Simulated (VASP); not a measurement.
A run of VASP 6.6.1 is set up as follows.

INCAR

```
SYSTEM = BN
  PREC = Accurate
  ENCUT = 520
  EDIFF = 1E-6
  ISMEAR = 0
  SIGMA = 0.05
  LREAL = .FALSE.
  LASPH = .TRUE.
  NELM = 60
  ALGO = Normal
  ISIF = 2
  LWAVE = .FALSE.
  LCHARG = .FALSE.
  IBRION = 2
  NSW = 50
  EDIFFG = -0.01
```

The input KPOINTS:

```
Automatic mesh
0
G
  12 12 4
  0 0 0
```

The input POSCAR:

```
BN
1.0
    2.3059555345      0.0000000000      0.0000000000
   -1.1529777672      2.1549757989      0.0000000000
    0.0000000000      0.0000000000      6.0191680927
B N
2 2
Direct
    0.3333333333      0.6666666667      0.2500000000
    0.6666666667      0.3333333333      0.7500000000
    0.3333333333      0.6666666667      0.7500000000
    0.6666666667      0.3333333333      0.2500000000
```

Potentials or basis: VASP PAW LDA potentials, release 64 (B, N).

Launch:

```bash
$ cat potpaw_LDA.64/B/POTCAR potpaw_LDA.64/N/POTCAR > POTCAR
$ mpirun -np 1 vasp_std > vasp.out
```

(1) Estimate the energy gained by relaxing.

(2) What does it give for the band gap on the k mesh?

Results:

(1) 12.4 meV/atom.

(2) 3.62 eV (least direct gap 4.37 eV).

Caveat: the cell differs from its parent crystal (normal strain along x -0.0733, normal strain along z -0.0733).
